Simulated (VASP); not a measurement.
The system is EuN2H4, in a box.

```
CELL_PARAMETERS angstrom
9.41000 0.00000 0.00000
0.00000 11.30000 0.00000
0.00000 0.00000 14.82000
ATOMIC_POSITIONS crystal
Eu 0.47840 0.60145 0.50088
N 0.50659 0.48798 0.62924
N 0.48640 0.48908 0.37098
H 0.50816 0.50862 0.69648
H 0.52200 0.39823 0.62845
H 0.50212 0.39931 0.37209
H 0.47821 0.50815 0.30364
```

Base run:

| Item | Value |
| --- | --- |
| Program | VASP 6.6.1 |
| Functional | PBE |
| Potentials or basis | VASP PAW PBE potentials, release 64 (Eu, N, H) |
| Cutoff | 520 eV |
| k mesh | 1 × 1 × 1 |
| Occupations | gaussian, width 0.01 eV |
| Spin | collinear spin, ferromagnetic start |
| Starting moments | [7.0, 0.0, 0.0, 0.0, 0.0, 0.0, 0.0] μB |

Its results: gap between the frontier levels 0.41 eV; net moment 7.00 μB per cell; site moments Eu +6.63; N -0.04; H -0.00 μB; largest force 0.714 eV/Å.

Question: The run is repeated on the same cell with these changes: further incar settings from ALGO = Normal; EDIFF = 1e-07; NBANDS = 28 to ALGO = Normal; EDIFF = 1e-06; NBANDS = 28; hubbard terms from none to Eu f U = 5.0 eV. What comes out?

Answer: Gap between the frontier levels 1.56 eV; net moment 7.00 μB per cell; site moments Eu +6.75; N -0.03; H -0.00 μB; largest force 0.366 eV/Å.

Caveats: spin-orbit coupling is left out, which moves the levels of the heavy elements; semilocal functionals describe open f shells poorly, which spoils levels, moments and volumes (at least some runs).

